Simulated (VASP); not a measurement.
Here is a VASP 6.6.1 calculation.

The input INCAR:

```
SYSTEM = ZnF2
  PREC = Accurate
  ENCUT = 600
  EDIFF = 1E-6
  ISMEAR = 0
  SIGMA = 0.01
  LREAL = .FALSE.
  LASPH = .TRUE.
  NELM = 120
  ALGO = Normal
  ISIF = 2
  LWAVE = .FALSE.
  LCHARG = .FALSE.
  NBANDS = 35
  GGA_COMPAT = .FALSE.
```

The input KPOINTS:

```
regular mesh
0
G
  6 6 8
  0 0 0
```

File POSCAR:

```
ZnF2
1.0
    4.7033647461      0.0000000000      0.0000000000
    0.0000000000      4.7033647461      0.0000000000
    0.0000000000      0.0000000000      3.1267863742
Zn F
2 4
Direct
    0.0000000000      0.0000000000      0.0000000000
    0.5000000000      0.5000000000      0.5000000000
    0.3031901712      0.3031901712      0.0000000000
    0.1968098288      0.8031901712      0.5000000000
    0.8031901712      0.1968098288      0.5000000000
    0.6968098288      0.6968098288      0.0000000000
```

Potentials or basis: VASP PAW LDA potentials, release 64 (Zn, F).

Launch:

```sh
$ cat potpaw_LDA.64/Zn/POTCAR potpaw_LDA.64/F/POTCAR > POTCAR
$ mpirun -np 1 vasp_std > vasp.out
```

(1) Estimate the band gap on the k mesh.

(2) Estimate the pressure.

(3) What does it give for the largest force?

Answers

(1) 3.33 eV.

(2) -4.7 GPa.

(3) 0.060 eV/Å.

Caveat: the cell stands under tension; the structure was generated, so it needn't be the stable form of ZnF2.
